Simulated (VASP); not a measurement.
# Nb (Im-3m) in VASP: further runs

Runs on Nb. Level: PBEsol. Tasks: single point.

Everything below comes from runs of VASP 6.6.1. Logs are shortened: lines on timing, memory, paths and dates and some standing lists are left out, and cuts for length are marked.

## 1. The cell of the first run

The structure is cubic, space group Im-3m (No. 229). The conventional cell has a = 3.136 Å, b = 3.136 Å, c = 3.136 Å, α = 90.00°, β = 90.00°, γ = 90.00°. Within 3.6 Å of Nb (site symmetry m-3m) lie 14 Nb at 2.72 to 3.14 Å.

## 2. Single point, PBEsol (volume scaled by 0.88)

The input, INCAR:

```
SYSTEM = Nb
  ALGO = Fast
  EDIFF = 1E-6
  ENCUT = 520
  GGA = PS
  ISIF = 2
  ISMEAR = 0
  LASPH = .True.
  LCHARG = .False.
  LREAL = .False.
  LWAVE = .False.
  NBANDS = 12
  NELM = 100
  PREC = Accurate
  SIGMA = 0.1
```

The input, KPOINTS:

```
k-points
0
Gamma
  18 18 18
  0 0 0
```

The input, POSCAR:

```
Nb
1.0
   -1.5679655503      1.5679655503      1.5679655503
    1.5679655503     -1.5679655503      1.5679655503
    1.5679655503      1.5679655503     -1.5679655503
Nb
1
Direct
    0.0000000000      0.0000000000      0.0000000000
```

Potentials or basis: VASP PAW PBE potentials, release 64 (Nb_sv).

On the command line:

```console
$ cat potpaw_PBE.64/Nb_sv/POTCAR > POTCAR
$ mpirun -np 1 vasp_std > vasp.out
```

OUTCAR:

```text
SYSTEM = Nb
   EDIFF = 1E-6
   ENCUT = 520
   GGA = PS
   ISIF = 2
   ISMEAR = 0
   LASPH = .True.
   LREAL = .False.
   NELM = 100
   PREC = Accurate

 ion  position               nearest neighbor table
   1  0.000  0.000  0.000-

  LATTYP: Found a body centered cubic cell.
 ALAT       =     3.1359311006

  Lattice vectors:

 A1 = (  -1.5679655503,   1.5679655503,   1.5679655503)
 A2 = (   1.5679655503,  -1.5679655503,   1.5679655503)
 A3 = (   1.5679655503,   1.5679655503,  -1.5679655503)

Analysis of symmetry for initial positions (statically):
=====================================================================
 Subroutine PRICEL returns:
 Original cell was already a primitive cell.

 Routine SETGRP: Setting up the symmetry group for a
 body centered cubic supercell.

 Subroutine GETGRP returns: Found 48 space group operations
 (whereof 48 operations were pure point group operations)
 out of a pool of 48 trial point group operations.

The static configuration has the point symmetry O_h .

Analysis of symmetry for dynamics (positions and initial velocities):
=====================================================================
 Subroutine PRICEL returns:
 Original cell was already a primitive cell.

 Routine SETGRP: Setting up the symmetry group for a
 body centered cubic supercell.

 Subroutine GETGRP returns: Found 48 space group operations
 (whereof 48 operations were pure point group operations)
 out of a pool of 48 trial point group operations.

The dynamic configuration has the point symmetry O_h .

 Subroutine INISYM returns: Found 48 space group operations
 (whereof 48 operations are pure point group operations),
 and found     1 'primitive' translations

----------------------------------------------------------------------------------------

                                     Primitive cell

  volume of cell :      15.4195

  direct lattice vectors                    reciprocal lattice vectors
    -1.567965550  1.567965550  1.567965550     0.000000000  0.318884557  0.318884557
     1.567965550 -1.567965550  1.567965550     0.318884557  0.000000000  0.318884557
     1.567965550  1.567965550 -1.567965550     0.318884557  0.318884557  0.000000000

  length of vectors
     2.715795998  2.715795998  2.715795998     0.450970865  0.450970865  0.450970865

  position of ions in fractional coordinates (direct lattice)
     0.000000000  0.000000000  0.000000000

  ion indices of the primitive-cell ions
   primitive index   ion index
                 1           1

----------------------------------------------------------------------------------------

 KPOINTS: k-points

Automatic generation of k-mesh.
 Grid dimensions read from file:
 generate k-points for:   18   18   18

 Generating k-lattice:

  Cartesian coordinates                     Fractional coordinates (reciprocal lattice)
     0.000000000  0.017715809  0.017715809     0.055555556  0.000000000  0.000000000
     0.017715809  0.000000000  0.017715809     0.000000000  0.055555556  0.000000000
     0.017715809  0.017715809  0.000000000     0.000000000  0.000000000  0.055555556

  Length of vectors
     0.025053937  0.025053937  0.025053937

  Shift w.r.t. Gamma in fractional coordinates (k-lattice)
     0.000000000  0.000000000  0.000000000

 Subroutine IBZKPT returns following result:
 ===========================================

 Found    195 irreducible k-points:

 Following reciprocal coordinates:
            Coordinates               Weight
  0.000000  0.000000  0.000000      1.000000
  0.055556  0.000000  0.000000     12.000000
  0.111111  0.000000  0.000000     12.000000
  0.166667  0.000000  0.000000     12.000000
  0.222222  0.000000  0.000000     12.000000
  0.277778  0.000000  0.000000     12.000000
[... 16 lines left out ...]
  0.333333  0.111111  0.000000     48.000000
  0.388889  0.111111  0.000000     48.000000
 [... further k-points ...]
   k-points           NKPTS =    195   k-points in BZ     NKDIM =    195   number of bands    NBANDS=     12
   number of dos      NEDOS =    301   number of ions     NIONS =      1
   total plane-waves  NPLWV =   8000
   dimension x,y,z NGX =    20 NGY =   20 NGZ =   20
   dimension x,y,z NGXF=    40 NGYF=   40 NGZF=   40
   ions per type =               1
   NGX,Y,Z   is equivalent  to a cutoff of  12.24, 12.24, 12.24 a.u.
   NGXF,Y,Z  is equivalent  to a cutoff of  24.49, 24.49, 24.49 a.u.
 SYSTEM =  Nb
   PREC   = accura    normal or accurate (medium, high low for compatibility)
   ISTART =      0    job   : 0-new  1-cont  2-samecut
   ICHARG =      2    charge: 1-file 2-atom 10-const
   ISPIN  =      1    spin polarized calculation?
   LNONCOLLINEAR =      F non collinear calculations
   LSORBIT =      F    spin-orbit coupling
   LASPH  =      T    aspherical Exc in radial PAW
   ENCUT  =  520.0 eV  38.22 Ry    6.18 a.u.   5.05  5.05  5.05*2*pi/ulx,y,z
   NELM   =    100;   NELMIN=  2; NELMDL= -5     # of ELM steps
   EDIFF  = 0.1E-05   stopping-criterion for ELM
   LREAL  =      F    real-space projection
   EDIFFG = 0.1E-04   stopping-criterion for IOM
   NSW    =      0    number of steps for IOM
   IBRION =     -1    ionic relax: 0-MD 1-quasi-New 2-CG
   NFREE  =      0    steps in history (QN), initial steepest desc. (CG)
   ISIF   =      2    stress and relaxation
   ISYM   =      2    0-nonsym 1-usesym 2-fastsym
   POTIM  = 0.5000    time-step for ionic-motion
   TEBEG  =    0.0;   TEEND  =   0.0 temperature during run
   PSTRESS=    0.0 pullay stress
   NELECT =      13.0000    total number of electrons
   NUPDOWN=      -1.0000    fix difference up-down
   EMIN   =  10.00;   EMAX   =-10.00  energy-range for DOS
   EFERMI =   0.00;   METHOD = LEGACY
   ISMEAR =     0;   SIGMA  =   0.10  broadening in eV -4-tet -1-fermi 0-gaus
   EFERMI_NEDOS =   21; number of points for ismear=-14 and -15
   IALGO  =     68    algorithm
   IMIX   =      4    mixing-type and parameters
     AMIX     =   0.40;   BMIX     =  1.00
     AMIX_MAG =   1.60;   BMIX_MAG =  1.00
  volume/ion in A,a.u.               =      15.42       104.06
  Fermi-wavevector in a.u.,A,eV,Ry     =   1.546558  2.922570 32.542965  2.391840
  Thomas-Fermi vector in A             =   2.651777
   LORBIT       =      0    0 simple, 1 ext, 2 COOP (PROOUT), +10 PAW based schemes
   GGA     = PS    functional components
   LHFCALC =     F    Hartree Fock is set to
   AEXX    =    0.0000 exact exchange contribution
   IVDW    =     0    specifies the selected vdW correction
   LEPSILON=     F    determine dielectric tensor
   LRPA    =     F    only Hartree local field effects (RPA)
 non-spin polarized calculation
 RMM-DIIS sequential band-by-band and
 Gauss-broadening in eV      SIGMA  =   0.10
  energy-cutoff  :      520.00
  volume of cell :       15.42
 maximum number of plane-waves:       430
   NGX =  9   NGY =  9   NGZ =  9

 number of electron      13.0000002 magnetization

 Free energy of the ion-electron system (eV)
  ---------------------------------------------------
  ext. energy  EPLUGINS =         0.00000000
  ---------------------------------------------------
  free energy    TOTEN  =       -10.78651096 eV

  energy without entropy =      -10.78052012  energy(sigma->0) =      -10.78351554

 E-fermi :  13.3955     XC(G=0): -13.4551

 val. band max:       13.3905150835   @ k =  -0.1111   0.1111   0.0556
 cond. band min:      13.4084887433   @ k =   0.0556   0.0556   0.0000
 fundamental gap:      0.0179736599
 Fermi energy:        13.3955064497

 k-point     1 :       0.0000    0.0000    0.0000
  band No.  band energies     occupation
      1     -40.7874      2.00000
      2     -15.6656      2.00000
      3     -15.6656      2.00000
      4     -15.6656      2.00000
      5       7.1821      2.00000
      6      13.6474      0.00037
      7      13.6474      0.00037
      8      13.6474      0.00037
      9      17.1050      0.00000
     10      17.1050      0.00000
     11      27.9569      0.00000
     12      27.9569      0.00000

 k-point     2 :       0.0556    0.0000    0.0000
  band No.  band energies     occupation
      1     -40.7742      2.00000
      2     -15.7390      2.00000
      3     -15.6871      2.00000
      4     -15.6665      2.00000
      5       7.3373      2.00000
      6      13.5462      0.03306
      7      13.6240      0.00123
      8      13.7974      0.00000
      9      16.9355      0.00000
     10      17.1016      0.00000
     11      28.0972      0.00000
     12      28.2626      0.00000

 k-point     3 :       0.1111    0.0000    0.0000
  band No.  band energies     occupation
      1     -40.7361      2.00000
      2     -15.9469      2.00000
      3     -15.7483      2.00000
      4     -15.6691      2.00000
      5       7.7757      2.00000
      6      13.2694      1.92558
      7      13.5274      0.06206
      8      14.2425      0.00000
      9      16.5884      0.00000
     10      17.1022      0.00000
     11      28.4589      0.00000
     12      28.9915      0.00000
[... 286 lines left out ...]
 k-point    23 :       0.3333    0.1111    0.0000
  band No.  band energies     occupation
      1     -40.3706      2.00000
      2     -17.5697      2.00000
      3     -16.3384      2.00000
      4     -15.7869      2.00000
      5       9.5872      2.00000
      6      11.4988      2.00000
      7      14.3157      0.00000
      8      16.9100      0.00000
      9      18.1825      0.00000
     10      20.5096      0.00000
     11      26.9632      0.00000
     12      28.8696      0.00000

 k-point    24 :       0.3889    0.1111    0.0000
  band No.  band energies     occupation
      1     -40.3319      2.00000
      2     -17.7187      2.00000
      3     -16.4078      2.00000
      4     -15.7913      2.00000
      5       9.4098      2.00000
      6      11.3553      2.00000
      7      15.0166      0.00000
      8      17.0621      0.00000
      9      18.4659      0.00000
     10      21.5387      0.00000
     11      26.4569      0.00000
     12      27.9034      0.00000

 [... further k-points ...]
[... 5 lines left out ...]
  --------------------------------------------------------------------------------------
  -------------------------------------------------------------------------------------
  Total        2.7275061      2.7275061      2.7275061      0.0000000      0.0000000     -0.0000000
  in kB      283.4045149    283.4045149    283.4045149      0.0000000      0.0000000     -0.0000000
  external PRESSURE =     283.4045149 kB  Pullay stress =       0.0000000 kB

 VOLUME and BASIS-vectors are now :
 -----------------------------------------------------------------------------
  energy-cutoff  :      520.00
  volume of cell :       15.42
      direct lattice vectors                 reciprocal lattice vectors
    -1.567965550  1.567965550  1.567965550     0.000000000  0.318884557  0.318884557
     1.567965550 -1.567965550  1.567965550     0.318884557  0.000000000  0.318884557
     1.567965550  1.567965550 -1.567965550     0.318884557  0.318884557  0.000000000

 POSITION                                       TOTAL-FORCE (eV/Angst)
 -----------------------------------------------------------------------------------
      0.00000      0.00000      0.00000        -0.000000      0.000000     -0.000000
 -----------------------------------------------------------------------------------
    total drift:                                0.000000     -0.000000      0.000000

  FREE ENERGIE OF THE ION-ELECTRON SYSTEM (eV)
  ---------------------------------------------------
  free  energy   TOTEN  =       -10.7865109593 eV

  energy  without entropy=      -10.7805201173  energy(sigma->0) =      -10.78351554
```

Wall time 50 s (1 thread of Intel Xeon Platinum 8259CL at 2.50GHz (Skylake/Cascade Lake), shared host); peak memory 0.15 GiB.

Results:

```
Free energy : -10.7865 eV
Pressure    : 28.3 GPa
```

Levels at points of the mesh, in eV from the Fermi level:
| k point | band 3 | band 4 | band 5 | band 6 | band 7 | band 8 | band 9 | band 10 |
| --- | --- | --- | --- | --- | --- | --- | --- | --- |
| (0.00, 0.00, 0.00) | -29.06 | -29.06 | -6.21 | 0.25 | 0.25 | 0.25 | 3.71 | 3.71 |
| (0.50, 0.00, 0.00) | -29.73 | -29.09 | -4.48 | -2.23 | 3.17 | 3.87 | 4.69 | 7.75 |
| (0.50, 0.50, 0.50) | -30.52 | -30.52 | -4.78 | -4.78 | 6.75 | 6.75 | 6.75 | 10.47 |

Caveat: the PAW data sets were made with another functional, which shifts forces and pressure a little.

(Continued in part 2 of 2.)
